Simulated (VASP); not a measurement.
# SnO2 in VASP: a series of runs

Runs on SnO2. Level: PBE+D3(BJ). Tasks: single point.

Program: VASP 6.6.1. These are calculated values, not measurements. Logs are shortened: lines on timing, memory, paths and dates and some standing lists are left out, and cuts for length are marked.

**1. The cell of the first run**

It takes space group C2/m (No. 12, monoclinic). Conventional cell: a = 5.607 Å, b = 3.237 Å, c = 13.332 Å, α = 90.00°, β = 97.25°, γ = 90.00°. Sn (site symmetry 2/m) has 6 O at 2.12 Å within 2.8 Å. Within 2.8 Å of Sn (site symmetry m) lie 6 O at 2.12 Å. O (site symmetry m) has 3 Sn at 2.12 Å and 3 O at 2.72 Å within 2.8 Å. Within 2.8 Å of O (site symmetry m) lie 3 Sn at 2.12 Å and 4 O at 2.67 to 2.72 Å. Within 2.8 Å of O (site symmetry m) lie 3 Sn at 2.12 Å and 3 O at 2.72 Å.

**2. Single point, PBE+D3(BJ)**

Contents of INCAR:

```
SYSTEM = SnO2
PREC     = Accurate       ! precision mode
ENCUT    = 520            ! plane-wave cutoff, eV
EDIFF    = 1E-6           ! SCF threshold, eV
ISMEAR   = 0              ! smearing method
SIGMA    = 0.05           ! smearing width, eV
LREAL    = .False.        ! projectors in reciprocal space
LASPH    = .True.         ! aspherical terms in the spheres
NELM     = 80             ! most SCF steps
ALGO     = Normal         ! electronic algorithm
ISIF     = 2              ! what is computed and relaxed
LWAVE    = .False.        ! write WAVECAR
LCHARG   = .True.         ! write CHGCAR
GGA      = PE             ! functional
IVDW     = 12             ! dispersion correction
LELF     = .True.         ! ELF
LVHAR    = .True.       
NBANDS   = 49             ! bands
```

Contents of KPOINTS:

```
regular mesh
0
Gamma
  9 9 2
  0 0 0
```

Contents of POSCAR:

```
SnO2
1.0
   -3.2372529198      0.0000000000      0.0000000000
   -1.6186264599     -2.8035432670      0.0000000000
   -3.3991155658     -1.9624802870     13.2254773976
Sn O
3 6
Direct
    0.3259404502      0.3259404502      0.4867517379
    0.8864321664     -0.1135678336      0.1622397622
   -0.2345512661     -0.2345512661      0.8112637135
    0.5006706657      0.5006706657      0.2371371442
    0.3796872331     -0.6203127669      0.8861610955
   -0.0598210506     -0.0598210506      0.5616491199
    0.1512102346      0.1512102346      0.7363663315
    0.7117019509     -0.2882980491      0.4118543559
    0.2721936672      0.2721936672      0.0873423802
```

Potentials or basis: VASP PAW PBE potentials, release 64 (Sn_d, O).

Run with:

```
$ cat potpaw_PBE.64/Sn_d/POTCAR potpaw_PBE.64/O/POTCAR > POTCAR
$ mpirun -np 1 vasp_std > vasp.out
```

OUTCAR:

```text
SYSTEM = SnO2
   PREC = Accurate
   ENCUT = 520
   EDIFF = 1E-6
   ISMEAR = 0
   LREAL = .False.
   LASPH = .True.
   NELM = 80
   ISIF = 2
   GGA = PE
   IVDW = 12
 IVDW          = 12

 ion  position               nearest neighbor table
   1  0.326  0.326  0.487-   8 2.12   6 2.12   6 2.12   8 2.12   8 2.12   6 2.12
   2  0.886  0.886  0.162-   4 2.12   9 2.12   9 2.12   4 2.12   4 2.12   9 2.12
   3  0.765  0.765  0.811-   7 2.12   5 2.12   5 2.12   7 2.12   7 2.12   5 2.12
   4  0.501  0.501  0.237-   2 2.12   2 2.12   2 2.12
   5  0.380  0.380  0.886-   3 2.12   3 2.12   3 2.12
   6  0.940  0.940  0.562-   1 2.12   1 2.12   1 2.12
   7  0.151  0.151  0.736-   3 2.12   3 2.12   3 2.12
   8  0.712  0.712  0.412-   1 2.12   1 2.12   1 2.12
   9  0.272  0.272  0.087-   2 2.12   2 2.12   2 2.12

  LATTYP: Found a base centered monoclinic cell.
 ALAT       =     5.6070865340
 B/A-ratio  =     0.5773502692
 C/A-ratio  =     2.3777092660
 COS(beta)  =    -0.1261718597

  Lattice vectors:

 A1 = (  -3.2372529198,   0.0000000000,   0.0000000000)
 A2 = (  -1.6186264599,  -2.8035432670,   0.0000000000)
 A3 = (   1.4567638139,   0.8410629800,  13.2254773976)

Analysis of symmetry for initial positions (statically):
=====================================================================
 Subroutine PRICEL returns:
 Original cell was already a primitive cell.

 Routine SETGRP: Setting up the symmetry group for a
 base centered monoclinic supercell.

 Subroutine GETGRP returns: Found  4 space group operations
 (whereof  2 operations were pure point group operations)
 out of a pool of  4 trial point group operations.

The static configuration has the point symmetry C_1h.
 The point group associated with its full space group is C_2h.

Analysis of symmetry for dynamics (positions and initial velocities):
=====================================================================
 Subroutine PRICEL returns:
 Original cell was already a primitive cell.

 Routine SETGRP: Setting up the symmetry group for a
 base centered monoclinic supercell.

 Subroutine GETGRP returns: Found  4 space group operations
 (whereof  2 operations were pure point group operations)
 out of a pool of  4 trial point group operations.

The dynamic configuration has the point symmetry C_1h.
 The point group associated with its full space group is C_2h.

 Subroutine INISYM returns: Found  4 space group operations
 (whereof  2 operations are pure point group operations),
 and found     1 'primitive' translations

----------------------------------------------------------------------------------------

                                     Primitive cell

  volume of cell :     120.0315

  direct lattice vectors                    reciprocal lattice vectors
    -3.237252920  0.000000000  0.000000000    -0.308903884  0.178345741 -0.052928146
    -1.618626460 -2.803543267  0.000000000     0.000000000 -0.356691481 -0.052928146
    -3.399115566 -1.962480287 13.225477398     0.000000000  0.000000000  0.075611637

  length of vectors
     3.237252920  3.237252920 13.795599585     0.360597007  0.360597007  0.075611637

  position of ions in fractional coordinates (direct lattice)
     0.325940450  0.325940450  0.486751738
     0.886432166  0.886432166  0.162239762
     0.765448734  0.765448734  0.811263713
     0.500670666  0.500670666  0.237137144
     0.379687233  0.379687233  0.886161096
     0.940178949  0.940178949  0.561649120
     0.151210235  0.151210235  0.736366332
     0.711701951  0.711701951  0.411854356
     0.272193667  0.272193667  0.087342380

  ion indices of the primitive-cell ions
   primitive index   ion index
                 1           1
                 2           2
                 3           3
                 4           4
                 5           5
                 6           6
                 7           7
                 8           8
                 9           9

----------------------------------------------------------------------------------------

 KPOINTS: regular mesh

Automatic generation of k-mesh.
 Grid dimensions read from file:
 generate k-points for:    9    9    2

 Generating k-lattice:

  Cartesian coordinates                     Fractional coordinates (reciprocal lattice)
    -0.034322654  0.019816193 -0.005880905     0.111111111 -0.000000000  0.000000000
     0.000000000 -0.039632387 -0.005880905     0.000000000  0.111111111  0.000000000
     0.000000000  0.000000000  0.037805819     0.000000000  0.000000000  0.500000000

  Length of vectors
     0.040066334  0.040066334  0.037805819

  Shift w.r.t. Gamma in fractional coordinates (k-lattice)
     0.000000000  0.000000000  0.000000000

 Subroutine IBZKPT returns following result:
 ===========================================

 Found     50 irreducible k-points:

 Following reciprocal coordinates:
            Coordinates               Weight
  0.000000  0.000000  0.000000      1.000000
  0.111111  0.000000 -0.000000      4.000000
  0.222222  0.000000 -0.000000      4.000000
  0.333333  0.000000 -0.000000      4.000000
  0.444444  0.000000 -0.000000      4.000000
  0.111111  0.111111  0.000000      2.000000
[... 16 lines left out ...]
 -0.333333  0.333333  0.000000      2.000000
  0.444444  0.444444 -0.000000      2.000000
 [... further k-points ...]
   k-points           NKPTS =     50   k-points in BZ     NKDIM =     50   number of bands    NBANDS=     49
   number of dos      NEDOS =    301   number of ions     NIONS =      9
   total plane-waves  NPLWV =  62208
   dimension x,y,z NGX =    24 NGY =   24 NGZ =  108
   dimension x,y,z NGXF=    48 NGYF=   48 NGZF=  216
   ions per type =               3   6
   NGX,Y,Z   is equivalent  to a cutoff of  12.32, 12.32, 13.01 a.u.
   NGXF,Y,Z  is equivalent  to a cutoff of  24.65, 24.65, 26.03 a.u.
 SYSTEM =  SnO2
   PREC   = accura    normal or accurate (medium, high low for compatibility)
   ISTART =      0    job   : 0-new  1-cont  2-samecut
   ICHARG =      2    charge: 1-file 2-atom 10-const
   ISPIN  =      1    spin polarized calculation?
   LNONCOLLINEAR =      F non collinear calculations
   LSORBIT =      F    spin-orbit coupling
   LASPH  =      T    aspherical Exc in radial PAW
   ENCUT  =  520.0 eV  38.22 Ry    6.18 a.u.   6.02  6.02 25.65*2*pi/ulx,y,z
   NELM   =     80;   NELMIN=  2; NELMDL= -5     # of ELM steps
   EDIFF  = 0.1E-05   stopping-criterion for ELM
   LREAL  =      F    real-space projection
   EDIFFG = 0.1E-04   stopping-criterion for IOM
   NSW    =      0    number of steps for IOM
   IBRION =     -1    ionic relax: 0-MD 1-quasi-New 2-CG
   NFREE  =      0    steps in history (QN), initial steepest desc. (CG)
   ISIF   =      2    stress and relaxation
   ISYM   =      2    0-nonsym 1-usesym 2-fastsym
   POTIM  = 0.5000    time-step for ionic-motion
   TEBEG  =    0.0;   TEEND  =   0.0 temperature during run
   PSTRESS=    0.0 pullay stress
   NELECT =      78.0000    total number of electrons
   NUPDOWN=      -1.0000    fix difference up-down
   EMIN   =  10.00;   EMAX   =-10.00  energy-range for DOS
   EFERMI =   0.00;   METHOD = LEGACY
   ISMEAR =     0;   SIGMA  =   0.05  broadening in eV -4-tet -1-fermi 0-gaus
   EFERMI_NEDOS =   21; number of points for ismear=-14 and -15
   IALGO  =     38    algorithm
   IMIX   =      4    mixing-type and parameters
     AMIX     =   0.40;   BMIX     =  1.00
     AMIX_MAG =   1.60;   BMIX_MAG =  1.00
  volume/ion in A,a.u.               =      13.34        90.00
  Fermi-wavevector in a.u.,A,eV,Ry     =   1.417995  2.679621 27.357357  2.010709
  Thomas-Fermi vector in A             =   2.539167
   LORBIT       =      0    0 simple, 1 ext, 2 COOP (PROOUT), +10 PAW based schemes
   GGA     = PE    functional components
   LHFCALC =     F    Hartree Fock is set to
   AEXX    =    0.0000 exact exchange contribution
   IVDW    =    12    specifies the selected vdW correction
   LEPSILON=     F    determine dielectric tensor
   LRPA    =     F    only Hartree local field effects (RPA)
 non-spin polarized calculation
 Gauss-broadening in eV      SIGMA  =   0.05
  energy-cutoff  :      520.00
  volume of cell :      120.03
 maximum number of plane-waves:      3278
   NGX = 13   NGY = 13   NGZ = 51

 number of electron      78.0000003 magnetization

 Free energy of the ion-electron system (eV)
  ---------------------------------------------------
  ext. energy  EPLUGINS =         0.00000000
  ---------------------------------------------------
  free energy    TOTEN  =       -54.35828283 eV

  energy without entropy =      -54.35828283  energy(sigma->0) =      -54.35828283

 E-fermi :   4.9127     XC(G=0): -10.5272

 val. band max:        4.6156008420   @ k =   0.4444   0.0000   0.5000
 cond. band min:       6.1382284807   @ k =   0.0000   0.0000   0.0000
 fundamental gap:      1.5226276387
 Fermi energy:         4.9127014164

 k-point     1 :       0.0000    0.0000    0.0000
  band No.  band energies     occupation
      1     -15.7123      2.00000
      2     -15.7093      2.00000
      3     -15.6966      2.00000
      4     -15.4602      2.00000
      5     -15.4601      2.00000
      6     -15.4600      2.00000
[... 41 lines left out ...]
     48      15.3705      0.00000
     49      15.4631      0.00000

 k-point     2 :       0.1111    0.0000   -0.0000
  band No.  band energies     occupation
      1     -15.6700      2.00000
      2     -15.6674      2.00000
      3     -15.6542      2.00000
      4     -15.5555      2.00000
      5     -15.5535      2.00000
      6     -15.5436      2.00000
[... 41 lines left out ...]
     48      14.9383      0.00000
     49      15.5753      0.00000

 k-point     3 :       0.2222    0.0000   -0.0000
  band No.  band energies     occupation
      1     -15.8440      2.00000
      2     -15.8388      2.00000
      3     -15.8290      2.00000
      4     -15.5137      2.00000
      5     -15.5124      2.00000
      6     -15.4963      2.00000
[... 1081 lines left out ...]
     48      14.6486      0.00000
     49      14.8137      0.00000

 k-point    24 :       0.4444    0.4444   -0.0000
  band No.  band energies     occupation
      1     -16.2453      2.00000
      2     -16.2359      2.00000
      3     -16.2301      2.00000
      4     -15.4265      2.00000
      5     -15.4254      2.00000
      6     -15.4127      2.00000
[... 41 lines left out ...]
     48      14.8783      0.00000
     49      15.8286      0.00000

 [... further k-points ...]

------------------------ aborting loop because EDIFF is reached ----------------------------------------

 Edisp (eV)   -1.75536

 E8    (eV) :    -0.6967

  FORCE on cell =-STRESS in cart. coord.  units (eV):
  Direction    XX          YY          ZZ          XY          YZ          ZX
  --------------------------------------------------------------------------------------
  -------------------------------------------------------------------------------------
  Total       0.11469     0.09852     1.65479     0.01400    -0.07100    -0.12298
  in kB       1.53082     1.31509    22.08812     0.18683    -0.94776    -1.64157
  external pressure =        8.31 kB  Pullay stress =        0.00 kB

 VOLUME and BASIS-vectors are now :
 -----------------------------------------------------------------------------
  energy-cutoff  :      520.00
  volume of cell :      120.03
      direct lattice vectors                 reciprocal lattice vectors
    -3.237252920  0.000000000  0.000000000    -0.308903884  0.178345741 -0.052928146
    -1.618626460 -2.803543267  0.000000000     0.000000000 -0.356691481 -0.052928146
    -3.399115566 -1.962480287 13.225477398     0.000000000  0.000000000  0.075611637

 POSITION                                       TOTAL-FORCE (eV/Angst)
 -----------------------------------------------------------------------------------
     -3.23725     -1.86903      6.43752         0.000000     -0.000000     -0.000000
     -4.85588     -2.80354      2.14570         0.000618      0.000357      0.237581
     -6.47451     -3.73806     10.72935        -0.000618     -0.000357     -0.237581
     -3.23725     -1.86903      3.13625        -0.001882     -0.001086      0.055741
     -4.85588     -2.80354     11.71990         0.042346      0.024448     -0.077665
     -6.47451     -3.73806      7.42808         0.000067      0.000039      0.055907
     -3.23725     -1.86903      9.73880         0.001882      0.001086     -0.055741
     -4.85588     -2.80354      5.44697        -0.000067     -0.000039     -0.055907
     -1.61863     -0.93451      1.15514        -0.042346     -0.024448      0.077665
 -----------------------------------------------------------------------------------
    total drift:                                0.000119      0.000069      0.000055

  FREE ENERGIE OF THE ION-ELECTRON SYSTEM (eV)
  ---------------------------------------------------
  free  energy   TOTEN  =       -56.1136419292 eV

  energy  without entropy=      -56.1136419292  energy(sigma->0) =      -56.11364193
```

Run time: 3.9 min. Hardware: 1 thread of Intel Xeon Platinum 8259CL at 2.50GHz (Skylake/Cascade Lake), shared host; peak memory 0.38 GiB.

Results:

* Free energy: -56.1136 eV
* Pressure: 0.8 GPa
* Largest force: 0.238 eV/Å
* Band gap on the k mesh: 1.52 eV (least direct gap 1.60 eV)
* Dispersion energy per atom: -0.195 eV

Forces on the atoms (eV/Å):
```
Sn   0.000  0.000  0.000
Sn   0.001  0.000  0.238
Sn  -0.001  0.000 -0.238
O   -0.002 -0.001  0.056
O    0.042  0.024 -0.078
O    0.000  0.000  0.056
O    0.002  0.001 -0.056
O    0.000  0.000 -0.056
O   -0.042 -0.024  0.078
```

Stress tensor (GPa, compression positive):
```
 0.15  0.02 -0.16
 0.02  0.13 -0.09
-0.16 -0.09  2.21
```

Caveat: spin-orbit coupling is left out, which moves the levels of the heavy elements; an odd mesh through Γ misses points on the zone boundary, where band edges can lie.

[end of part 1 of 2]
